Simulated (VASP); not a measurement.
Write the native input for VASP 6.6.1 that does the following.

```yaml
Task: single point
Functional: PBE
Potentials_or_basis: VASP PAW PBE potentials, release 64 (Sr_sv, Sn_d, O)
Cutoff: 520 eV
k_mesh: 6 × 6 × 6
Occupations: gaussian, width 0.02 eV
Spin: no spin polarisation
Dipole_correction: no
Further_INCAR_settings: ALGO = Normal; EDIFF = 1e-07; NBANDS = 37
```

The structure of SrSn2O3 lies in POSCAR:

```
SrSn2O3
1.0
    4.6729809583      0.0000000000      0.0000000000
   -2.3364904792      4.0469202213      0.0000000000
    0.0000000000      0.0000000000      5.3318622038
Sr Sn O
1 2 3
Direct
    0.0000000000      0.0000000000      0.0000000000
    0.3333333333      0.6666666667      0.3716092977
    0.6666666667      0.3333333333      0.6283907023
    0.3333333333      0.6666666667      0.7627179784
    0.6666666667      0.3333333333      0.2372820216
    0.0000000000      0.0000000000      0.5000000000
```

The cell was generated, and may not be a known phase.

The input as run:

INCAR

```
SYSTEM = SrSn2O3
PREC = Accurate
ENCUT = 520
EDIFF = 1E-7
ISMEAR = 0
SIGMA = 0.02
LREAL = .False.
LASPH = .True.
NELM = 60
ALGO = Normal
ISIF = 2
LWAVE = .False.
LCHARG = .True.
GGA = PE
LELF = .True.
LVHAR = .True.
NBANDS = 37
```

KPOINTS

```
Automatic mesh
0
Gamma
  6 6 6
  0 0 0
```

Potentials or basis: VASP PAW PBE potentials, release 64 (Sr_sv, Sn_d, O).

Command:

```sh
$ cat potpaw_PBE.64/Sr_sv/POTCAR potpaw_PBE.64/Sn_d/POTCAR potpaw_PBE.64/O/POTCAR > POTCAR
$ mpirun -np 1 vasp_std > vasp.out
```

It gave:

The pressure is 0.2 GPa and the largest force is 0.058 eV/Å. The band gap on the k mesh is 1.29 eV.

Caveat: spin-orbit coupling is left out, which moves the levels of the heavy elements.

Wall time 4.2 min on 1 thread of Oxide Virtual Turin-like Processor, on a shared host, peak memory 0.25 GiB.
